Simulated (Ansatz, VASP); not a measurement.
**HgF3: VASP beside Ansatz**

```xyz
4
Lattice="0.0000 2.8047 2.8047 2.8047 0.0000 2.8047 2.8047 2.8047 0.0000" Properties=species:S:1:pos:R:3 pbc="T T T"
Hg    0.0000    0.0000    0.0000
F     2.8047    2.8047    2.8047
F     4.2071    4.2071    4.2071
F     1.4024    1.4024    1.4024
```

Alike in both runs: task single point; functional PBE; k mesh 8 × 8 × 8; occupations fermi-dirac, width 0.05 eV; no spin polarisation.

```csv
,VASP,Ansatz
version,VASP 6.6.1,Ansatz 0.2.0
potentials or method,"VASP PAW PBE potentials, release 64 (Hg, F)",Ansatz PAW
plane-wave cutoff (eV),520,420
valence electrons in the cell,33,41
```

|  | VASP | Ansatz | Ansatz less VASP |
| --- | --- | --- | --- |
| gap on the k mesh at the Fermi level (eV) | none | none | - |
| pressure (GPa) | 8.5 | 8.0 | -0.43 |

A gap of «none» marks a metal or a gap that the smearing closes. VASP's potentials hold 33 valence electrons a cell and Ansatz's 41, so a difference there can come from the potentials and not from the codes.

Spin-orbit coupling is off throughout.
